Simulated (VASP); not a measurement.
Here is a VASP 6.6.1 calculation.

File INCAR:

```
SYSTEM = Pd
  PREC = Accurate
  ENCUT = 520
  EDIFF = 1E-6
  ISMEAR = -1
  SIGMA = 0.13605693000000002
  LREAL = .FALSE.
  LASPH = .TRUE.
  NELM = 100
  ALGO = Normal
  ISIF = 2
  LWAVE = .FALSE.
  LCHARG = .TRUE.
  LELF = .TRUE.
  LVHAR = .TRUE.
  NBANDS = 11
```

The input KPOINTS:

```
Automatic mesh
0
G
  15 15 15
  0 0 0
```

POSCAR

```
Pd
1.0
    0.0000000000      1.9234850621      1.9234850621
    1.9234850621      0.0000000000      1.9234850621
    1.9234850621      1.9234850621      0.0000000000
Pd
1
Direct
    0.0000000000      0.0000000000      0.0000000000
```

Potentials or basis: VASP PAW LDA potentials, release 64 (Pd).

Command:

```bash
$ cat potpaw_LDA.64/Pd/POTCAR > POTCAR
$ mpirun -np 1 vasp_std > vasp.out
```

(1) Predict the pressure.

(2) Estimate the band gap on the k mesh.

## Answers

(1) -0.5 GPa.

(2) zero (band 5 reaches 10.50 eV, above the bottom of band 6 at 8.84 eV).
